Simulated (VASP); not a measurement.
**PbSe (Clausthalite): single point with PBE exchange alone**

Crystal: PbSe (Clausthalite).

```
CELL_PARAMETERS angstrom
0.00000 3.12068 3.12068
3.12068 0.00000 3.12068
3.12068 3.12068 0.00000
ATOMIC_POSITIONS crystal
Pb 0.00000 0.00000 0.00000
Se 0.50000 0.50000 0.50000
```

```yaml
Program: VASP 6.6.1
Task: single point
Functional: PBE exchange alone
Potentials_or_basis: VASP PAW PBE potentials, release 64 (Pb_d, Se)
Cutoff: 520 eV
k_mesh: 8 × 8 × 8
Occupations: fermi-dirac, width 0.05 eV
Spin: no spin polarisation
Dipole_correction: no
Further_INCAR_settings: ALGO = Normal; EDIFF = 1e-06; NBANDS = 17
```

| Property | Result |
| --- | --- |
| Pressure | 7.5 GPa |
| Band gap on the k mesh | 0.58 eV, direct |

Levels at points of the mesh, in eV from the valence-band top:
```csv
k point,band 7,band 8,band 9,band 10,band 11,band 12,band 13,band 14
"(0.00, 0.00, 0.00)",-6.42,-1.58,-1.58,-1.58,4.54,4.54,4.54,6.86
"(0.50, 0.00, 0.00)",-8.50,-1.19,-1.19,0.00,0.58,1.85,1.85,8.87
"(0.50, 0.50, 0.00)",-7.34,-4.39,-2.81,-2.81,4.27,5.37,5.37,5.86
```

It took 27 s on 1 thread of Intel(R) Xeon(R) Platinum 8375C CPU @ 2.90GHz (Ice Lake), on a shared host, peak memory 0.21 GiB.

Caveat: spin-orbit coupling is left out, which moves the levels of the heavy elements. A k mesh can miss the band edges.
